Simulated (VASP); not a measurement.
# Bi2Te2Se: single point with LDA

Bi2Te2Se:

```
CELL_PARAMETERS angstrom
2.16097 1.24764 10.58557
-2.16097 1.24764 10.58557
0.00000 -2.49527 10.58557
ATOMIC_POSITIONS crystal
Bi 0.60828 0.60828 0.60828
Bi 0.39172 0.39172 0.39172
Te 0.21960 0.21960 0.21960
Te 0.78040 0.78040 0.78040
Se 0.00000 0.00000 0.00000
```

```yaml
Program: VASP 6.6.1
Task: single point
Functional: LDA
Potentials_or_basis: VASP PAW LDA potentials, release 64 (Bi_d, Te, Se)
Cutoff: 520 eV
k_mesh: 6 × 6 × 6
Occupations: gaussian, width 0.1 eV
Spin: no spin polarisation
```

| Quantity | Value |
| --- | --- |
| Pressure | -2.6 GPa |
| Largest force | 0.098 eV/Å |
| Band gap on the k mesh | 0.36 eV |

Forces on the atoms (eV/Å):
```
Bi   0.000  0.000  0.043
Bi   0.000  0.000 -0.043
Te   0.000  0.000  0.098
Te   0.000  0.000 -0.098
Se   0.000  0.000  0.000
```

Stress tensor (GPa, compression positive):
```
-2.52  0.00  0.00
 0.00 -2.52  0.00
 0.00  0.00 -2.64
```

Levels at points of the mesh, in eV from the valence-band top:
| k point | band 22 | band 23 | band 24 | band 25 | band 26 | band 27 |
| --- | --- | --- | --- | --- | --- | --- |
| (0.00, 0.00, 0.00) | -0.61 | -0.61 | 0.00 | 0.36 | 1.35 | 1.35 |
| (0.50, 0.00, 0.00) | -1.61 | -0.81 | -0.53 | 1.02 | 1.96 | 2.83 |
| (0.50, 0.50, 0.00) | -1.36 | -1.04 | -0.93 | 1.57 | 1.71 | 2.38 |
| (0.50, 0.50, 0.50) | -0.71 | -0.71 | -0.54 | 0.77 | 1.51 | 1.51 |

It took 17 min on 1 thread of AMD EPYC 9R45 96-Core Processor (Zen 5), with other jobs on the host, peak memory 0.79 GiB.

Caveat: spin-orbit coupling is left out, which moves the levels of the heavy elements. A k mesh can miss the band edges.
